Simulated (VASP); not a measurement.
Wanted: the native input for a VASP 6.6.1 run.

```yaml
Task: electric field gradients
Functional: PBE
Potentials_or_basis: VASP PAW PBE potentials, release 64 (Ti_sv, Si)
Cutoff: 520 eV
k_mesh: 8 × 8 × 8
Occupations: fermi-dirac, width 0.08 eV
Spin: no spin polarisation
Dipole_correction: no
Further_INCAR_settings: ALGO = Normal; EDIFF = 1e-08; NBANDS = 29
```

The structure of TiSi2 lies in POSCAR:

```
TiSi2
1.0
    0.0000000000      4.1180000000      4.2615000000
    2.3865000000      0.0000000000      4.2615000000
    2.3865000000      4.1180000000      0.0000000000
Ti Si
2 4
Direct
    0.7500000000      0.7500000000      0.7500000000
    0.5000000000      0.5000000000      0.5000000000
    0.0830000000      0.4170000000      0.0830000000
    0.4170000000      0.0830000000      0.4170000000
    0.1670000000      0.8330000000      0.1670000000
    0.8330000000      0.1670000000      0.8330000000
```

The input as run:

INCAR

```
PREC = Accurate
ENCUT = 520
EDIFF = 1E-8
ISMEAR = -1
SIGMA = 0.08
LREAL = F
LASPH = T
NELM = 60
ALGO = Normal
ISIF = 2
LWAVE = F
LCHARG = F
GGA = PE
LEFG = T
NBANDS = 29
```

KPOINTS

```
regular mesh
0
Gamma
  8 8 8
```

Potentials or basis: VASP PAW PBE potentials, release 64 (Ti_sv, Si).

Command:

```console
$ cat potpaw_PBE.64/Ti_sv/POTCAR potpaw_PBE.64/Si/POTCAR > POTCAR
$ mpirun -np 1 vasp_std > vasp.out
```

It gave:

| Item | Value |
| --- | --- |
| Pressure | 2.3 GPa |
| Largest force | 0.203 eV/Å |
| Band gap on the k mesh | zero (bands 20 and 21 overlap by 1.85 eV) |
| Largest electric field gradient by atom | Ti +10.3; Si -34.8 V/Å² |

Caveat: without QUAD_EFG the Cq values of the log hold for a quadrupole moment of 1 mb, not for the nuclei.

Run time: 120 s on 1 thread of Intel(R) Xeon(R) 6975P-C (Granite Rapids), on a shared host, peak memory 0.36 GiB.
